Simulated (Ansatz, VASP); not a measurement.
**AlMoO: VASP beside Ansatz**

```
CELL_PARAMETERS angstrom
2.81608 4.87758 0.00000
-2.81608 4.87758 0.00000
0.00000 0.00000 3.55938
ATOMIC_POSITIONS crystal
Al 0.25034 0.74966 0.00000
Al 0.74966 0.00000 0.00000
Al 0.00000 0.25034 0.00000
Mo 0.58647 0.41353 0.50000
Mo 0.41353 0.00000 0.50000
Mo 0.00000 0.58647 0.50000
O 0.33333 0.33334 0.00000
O 0.66667 0.66666 0.00000
O 0.00000 0.00000 0.50000
```

Alike in both runs: task single point; functional PBE; k mesh 5 × 5 × 6; no spin polarisation.

```csv
,VASP,Ansatz
version,VASP 6.6.1,Ansatz 0.2.0
potentials or method,"VASP PAW PBE potentials, release 64 (Al, Mo_sv, O), cutoff 600 eV",PAW plane waves
occupations,"fermi-dirac, width 0.1 eV",fermi-dirac
valence electrons in the cell,69,69
```

VASP gave:

```
gap on the k mesh at the Fermi level (eV)                     : none
pressure (GPa)                                                : 26.1
traceless stress, the component that is largest in VASP (GPa) : -4.76
rms of the force components (eV/Å)                            : 0.585
```

What did Ansatz give for the same quantities?

gap on the k mesh at the Fermi level (eV): none; pressure (GPa): 26.1; traceless stress, the component that is largest in VASP (GPa): -4.73; rms of the force components (eV/Å): 0.589.

Atom by atom the forces differ by 0.004 eV/Å (rms over components). A gap of «none» marks a metal or a gap that the smearing closes. Ansatz's warnings: structure snapped to symmetry.
